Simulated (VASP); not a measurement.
## AlCo: single point with r2SCAN+D3(BJ)

The system is AlCo.

```
Al Co
1.0
     2.81940    0.00000    0.00000
     0.00000    2.81940    0.00000
     0.00000    0.00000    2.81940
Al Co
1 1
Direct
  0.00000 0.00000 0.00000
  0.50000 0.50000 0.50000
```

- Program: VASP 6.6.1
- Task: single point
- Functional: r2SCAN
- Dispersion: D3(BJ)
- Potentials or basis: VASP PAW PBE potentials, release 64 (Al, Co)
- Cutoff: 520 eV
- k mesh: 12 × 12 × 12
- Occupations: methfessel-paxton, width 0.1 eV
- Spin: collinear spin, ferromagnetic start
- Starting moments: [0.0, 2.5] μB

| Property | Result |
| --- | --- |
| Pressure | -2.6 GPa |
| Band gap on the k mesh | zero (filled and empty bands overlap) |
| Net moment | 0.00 μB per cell |
| Valence electrons inside the program's atomic spheres | Al 0.85; Co 8.55 |
| Dispersion energy per atom | -0.211 eV |

Levels at points of the mesh, in eV from the Fermi level:
Spin up:
| k point | band 2 | band 3 | band 4 | band 5 | band 6 | band 7 | band 8 | band 9 | band 10 | band 11 |
| --- | --- | --- | --- | --- | --- | --- | --- | --- | --- | --- |
| (0.00, 0.00, 0.00) | -3.25 | -3.25 | -1.15 | -1.15 | -1.15 | 6.46 | 6.46 | 6.46 | 9.10 | 9.10 |
| (0.50, 0.00, 0.00) | -7.27 | -2.57 | -2.08 | -2.08 | -1.03 | 0.23 | 8.73 | 11.26 | 11.26 | 12.65 |
| (0.50, 0.50, 0.00) | -3.36 | -3.05 | -3.05 | -1.87 | -1.87 | -0.22 | 2.61 | 3.74 | 14.10 | 16.74 |
| (0.50, 0.50, 0.50) | -4.46 | -4.46 | -0.18 | -0.18 | 2.33 | 2.33 | 2.33 | 5.15 | 5.56 | 5.56 |
Spin down:
| k point | band 3 | band 4 | band 5 | band 6 | band 7 | band 8 | band 9 | band 10 |
| --- | --- | --- | --- | --- | --- | --- | --- | --- |
| (0.00, 0.00, 0.00) | -3.24 | -1.15 | -1.15 | -1.15 | 6.46 | 6.46 | 6.46 | 9.10 |
| (0.50, 0.00, 0.00) | -2.56 | -2.08 | -2.08 | -1.03 | 0.24 | 8.73 | 11.26 | 11.26 |
| (0.50, 0.50, 0.00) | -3.05 | -3.05 | -1.87 | -1.87 | -0.21 | 2.61 | 3.74 | 14.10 |
| (0.50, 0.50, 0.50) | -4.46 | -0.17 | -0.17 | 2.32 | 2.32 | 2.32 | 5.15 | 5.57 |

It took 5.2 min on 1 thread of Oxide Virtual Turin-like Processor (shared host), peak memory 0.17 GiB.

Caveat: the moments typed at the start vanished in this run; the PAW data sets were made with another functional, which shifts forces and pressure a little.
